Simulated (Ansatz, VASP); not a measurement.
Pt3Se5: VASP beside Ansatz

INCAR

```
SYSTEM = Pt3Se5
ALGO     = Normal         ! electronic algorithm
DIPOL    = 0.5 0.5 0.500
EDIFF    = 1E-7           ! SCF threshold, eV
ENCUT    = 520            ! plane-wave cutoff, eV
GGA      = PS             ! functional
IDIPOL   = 3            
ISIF     = 2              ! what is computed and relaxed
ISMEAR   = 0              ! smearing method
LASPH    = .True.         ! aspherical terms in the spheres
LCHARG   = .False.        ! write CHGCAR
LDIPOL   = .True.       
LREAL    = Auto         
LWAVE    = .False.        ! write WAVECAR
NBANDS   = 74             ! bands
NELM     = 60             ! most SCF steps
PREC     = Accurate       ! precision mode
SIGMA    = 0.1            ! smearing width, eV
```

The input KPOINTS:

```
k-points
0
Gamma
  9 5 1
  0 0 0
```

POSCAR

```
Pt3Se5
1.0
    3.7607249066      0.0000000000      0.0000000000
    0.0000000000      8.1290185517      0.0000000000
    0.0000000000      0.0000000000     24.7424025113
Pt Se
6 10
Direct
    0.5000000000      0.6789607276      0.3031233526
    0.0000000000      0.3579214553      0.3818740115
    0.5000000000      0.0368821829      0.4606246705
    0.0000000000      0.7158429105      0.5393753295
    0.5000000000      0.3948036382      0.6181259885
    0.0000000000      0.0737643658      0.6968766474
    0.0000000000      0.8792751587      0.3179298616
    0.5000000000      0.1576070242      0.3670675026
    0.5000000000      0.5582358864      0.3966805205
    0.0000000000      0.8365677518      0.4458181615
    0.0000000000      0.2371966140      0.4754311795
    0.5000000000      0.5155284794      0.5245688205
    0.5000000000      0.9161573416      0.5541818385
    0.0000000000      0.1944892071      0.6033194795
    0.0000000000      0.5951180693      0.6329324974
    0.5000000000      0.8734499347      0.6820701384
```

Input for Ansatz:

```yaml
crystal:
  lattice:
    - [3.7607249066, 0.0, 0.0]
    - [0.0, 8.1290185517, 0.0]
    - [0.0, 0.0, 24.7424025113]
  atoms:
    - { symbol: Pt, position: [0.5, 0.6789607276, 0.3031233526] }
    - { symbol: Se, position: [0.0, 0.8792751587, 0.3179298616] }
    - { symbol: Se, position: [0.5, 0.1576070242, 0.3670675026] }
    - { symbol: Pt, position: [0.0, 0.3579214553, 0.3818740115] }
    - { symbol: Se, position: [0.5, 0.5582358864, 0.3966805205] }
    - { symbol: Se, position: [0.0, 0.8365677518, 0.4458181615] }
    - { symbol: Pt, position: [0.5, 0.0368821829, 0.4606246705] }
    - { symbol: Se, position: [0.0, 0.237196614, 0.4754311795] }
    - { symbol: Se, position: [0.5, 0.5155284794, 0.5245688205] }
    - { symbol: Pt, position: [0.0, 0.7158429105, 0.5393753295] }
    - { symbol: Se, position: [0.5, 0.9161573416, 0.5541818385] }
    - { symbol: Se, position: [0.0, 0.1944892071, 0.6033194795] }
    - { symbol: Pt, position: [0.5, 0.3948036382, 0.6181259885] }
    - { symbol: Se, position: [0.0, 0.5951180693, 0.6329324974] }
    - { symbol: Se, position: [0.5, 0.8734499347, 0.6820701384] }
    - { symbol: Pt, position: [0.0, 0.0737643658, 0.6968766474] }
basis:
  ecutwfc: 420
kpoints:
  mp_grid: { grid: [9, 5, 1] }
hamiltonian:
  xc: pbesol
scf:
  occupations: { method: gaussian, width: 0.1 }
output:
  forces: true
  stress: true
  eigenvalues: true
  write_density: true
  write_potential: true
  elf: true
  volumetric_format: npy
efield:
  axis: 3
  dipole_correction: true
  ramp_width: 0.04
```

Alike in both runs: task single point; functional PBEsol; k mesh 9 × 5 × 1; occupations gaussian, width 0.1 eV; no spin polarisation.

```csv
,VASP,Ansatz
version,VASP 6.6.1,Ansatz 0.2.0
potentials or method,"VASP PAW PBE potentials, release 64 (Pt, Se), cutoff 520 eV","scalar-relativistic, plane waves, PAW"
valence electrons in the cell,120,268
```

```tsv
	VASP	Ansatz	Ansatz less VASP
gap on the k mesh at the Fermi level (eV)	none	none	-
rms of the force components (eV/Å)	0.726	0.731	+0.0049
```

VASP's potentials were made for PBE, not for PBEsol. A gap of «none» marks a metal or a gap that the smearing closes. VASP's potentials hold 120 valence electrons a cell and Ansatz's 268, so a difference there can come from the potentials and not from the codes. Ansatz's warnings: xc potential rough in thin density.

Spin-orbit coupling is off throughout.
